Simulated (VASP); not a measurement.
Write the native input for VASP 6.6.1 that does the following.

* Task: single point
* Functional: PBEsol
* Potentials or basis: VASP PAW PBE potentials, release 64 (C)
* Cutoff: 520 eV
* k mesh: 18 × 18 × 6
* Occupations: gaussian, width 0.15 eV
* Spin: no spin polarisation
* Dipole correction: no
* Further INCAR settings: ALGO = Normal; EDIFF = 1e-06; NBANDS = 16

The structure of C lies in POSCAR:

```
C
1.0
    2.2866217055      0.0000000000      0.0000000000
   -1.1433108528      2.1293252536      0.0000000000
    0.0000000000      0.0000000000      7.2458067263
C
4
Direct
   -0.0577479467      0.0000000000      0.0025000000
    0.0577479467      0.0000000000      0.5025000000
    0.2755800112      0.6666666667      0.0025000000
    0.7244199888      0.3333333333      0.5025000000
```

This cell differs from its parent crystal: atoms displaced along a vibrational mode, the cell strained.

These files were run (other wordings do the same):

INCAR

```
SYSTEM = C
PREC = Accurate
ENCUT = 520
EDIFF = 1E-6
ISMEAR = 0
SIGMA = 0.15
LREAL = .FALSE.
LASPH = .TRUE.
NELM = 60
ALGO = Normal
ISIF = 2
LWAVE = .FALSE.
LCHARG = .FALSE.
GGA = PS
NBANDS = 16
```

KPOINTS

```
regular mesh
0
G
  18 18 6
  0 0 0
```

Potentials or basis: VASP PAW PBE potentials, release 64 (C).

Launch:

```sh
$ cat potpaw_PBE.64/C/POTCAR > POTCAR
$ mpirun -np 1 vasp_std > vasp.out
```

Results of the run:

```json
{
  "Pressure": "35.1 GPa",
  "Largest force": "1.489 eV/Å"
}
```

Caveat: the cell differs from its parent crystal (atoms displaced along a vibrational mode, the cell strained); the stress differs along the axes, from -0 to 89 GPa; this functional lacks dispersion, which binds layers or chains, so the pressure and a relaxed spacing across them are unreliable; the PAW data sets were made with another functional, which shifts forces and pressure a little.

It took 4.5 min on 1 thread of Intel(R) Xeon(R) Platinum 8488C (Sapphire Rapids) (shared host), peak memory 0.35 GiB.
